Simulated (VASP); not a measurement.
Set up this calculation in VASP 6.6.1, as the native input.

```yaml
Task: single point
Functional: PBE
Potentials_or_basis: VASP PAW PBE potentials, release 64 (Ti_sv, N)
Cutoff: 520 eV
k_mesh: 20 × 20 × 20
Occupations: gaussian, width 0.15 eV
Spin: no spin polarisation
Dipole_correction: no
Further_INCAR_settings: ALGO = Normal; EDIFF = 1e-07; NBANDS = 16
```

The structure of TiN lies in POSCAR:

```
TiN
1.0
    0.0000000000      2.0347268658      2.0347268658
    2.0347268658      0.0000000000      2.0347268658
    2.0347268658      2.0347268658      0.0000000000
Ti N
1 1
Direct
    0.0000000000      0.0000000000      0.0000000000
    0.5000000000      0.5000000000      0.5000000000
```

These files were run (other wordings do the same):

INCAR

```
SYSTEM = TiN
  PREC = Accurate
  ENCUT = 520
  EDIFF = 1E-7
  ISMEAR = 0
  SIGMA = 0.15
  LREAL = .FALSE.
  LASPH = .TRUE.
  NELM = 60
  ALGO = Normal
  ISIF = 2
  LWAVE = .FALSE.
  LCHARG = .FALSE.
  GGA = PE
  NBANDS = 16
```

KPOINTS

```
Automatic mesh
0
G
  20 20 20
  0 0 0
```

Potentials or basis: VASP PAW PBE potentials, release 64 (Ti_sv, N).

Launch:

```bash
$ cat potpaw_PBE.64/Ti_sv/POTCAR potpaw_PBE.64/N/POTCAR > POTCAR
$ mpirun -np 1 vasp_std > vasp.out
```

Results of the run:

```json
{
 "Pressure": "47.0 GPa",
 "Band gap on the k mesh": "zero (an odd number of electrons rules out a gap without spin polarisation)"
}
```

Caveat: the cell stands under pressure.

Wall time 35 s on 1 thread of Intel(R) Xeon(R) 6975P-C (Granite Rapids) (shared host), peak memory 0.19 GiB.
